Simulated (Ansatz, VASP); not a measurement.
**Co: VASP beside Ansatz**

File INCAR:

```
  PREC = Accurate
  ENCUT = 520
  EDIFF = 1E-8
  ISMEAR = -1
  SIGMA = 0.05
  LREAL = F
  LASPH = T
  NELM = 150
  ALGO = Normal
  ISIF = 2
  LWAVE = F
  LCHARG = F
  ISPIN = 2
  MAGMOM = 2 2
  LORBIT = 11
  LMAXMIX = 4
  GGA = PS
  LEFG = T
  NBANDS = 20
```

File KPOINTS:

```
regular mesh
0
Gamma
  19 19 10
```

File POSCAR:

```
Co
1.0
    2.4686208520      0.0000000000      0.0000000000
   -1.2343104260      2.1378883702      0.0000000000
    0.0000000000      0.0000000000      4.0910000000
Co
2
Direct
    0.3333333333      0.6666666667      0.2500000000
    0.6666666667      0.3333333333      0.7500000000
```

Input for Ansatz:

```yaml
crystal:
  lattice:
    - [2.468620852, 0.0, 0.0]
    - [-1.234310426, 2.1378883702, 0.0]
    - [0.0, 0.0, 4.091]
  atoms:
    - { symbol: Co, position: [0.3333333333, 0.6666666667, 0.25], spin: 2.0 }
    - { symbol: Co, position: [0.6666666667, 0.3333333333, 0.75], spin: 2.0 }
magnetization:
  spin_polarized: true
kpoints:
  mp_grid: { grid: [19, 19, 10] }
scf:
  occupations: { method: fermi_dirac, width: 0.05 }
hamiltonian:
  xc: pbesol
  pseudopotentials: { kind: paw }
output:
  forces: true
  stress: true
  eigenvalues: true
  efg: { contact_densities: true }
```

Change from the starting cell: equal xx and yy strain of -2 %, PAW files.

Alike in both runs: task electric field gradients; functional PBEsol; k mesh 19 × 19 × 10; occupations fermi-dirac, width 0.05 eV; collinear spin.

|  | VASP | Ansatz |
| --- | --- | --- |
| version | VASP 6.6.1 | Ansatz 0.2.0 |
| potentials or method | VASP PAW PBE potentials, release 64 (Co) | PAW with Ansatz's default frozen-core files, scalar-relativistic |
| plane-wave cutoff (eV) | 520 | 420 |
| valence electrons in the cell | 18 | 34 |

|  | VASP | Ansatz | Ansatz less VASP |
| --- | --- | --- | --- |
| pressure (GPa) | -9.4 | -8.7 | +0.73 |
| traceless stress, the component that is largest in VASP (GPa) | -4.94 | -5.01 | -0.072 |
| net moment per atom (μB) | 1.60 | 1.61 | +0.010 |
| size of the moment on the site where the two differ most (μB) | 1.61 | 1.68 | +0.063 |
| size of Vzz on the site where it differs most (V/Å²) | 3.8 | 2.6 | -1.15 |

VASP's potentials were made for PBE, not for PBEsol. Site moments also hang on the region over which each program counts them. The functional is the same, so the differences come from potentials, cutoffs and numerics. VASP's potentials hold 18 valence electrons a cell and Ansatz's 34, so a difference there can come from the potentials and not from the codes.
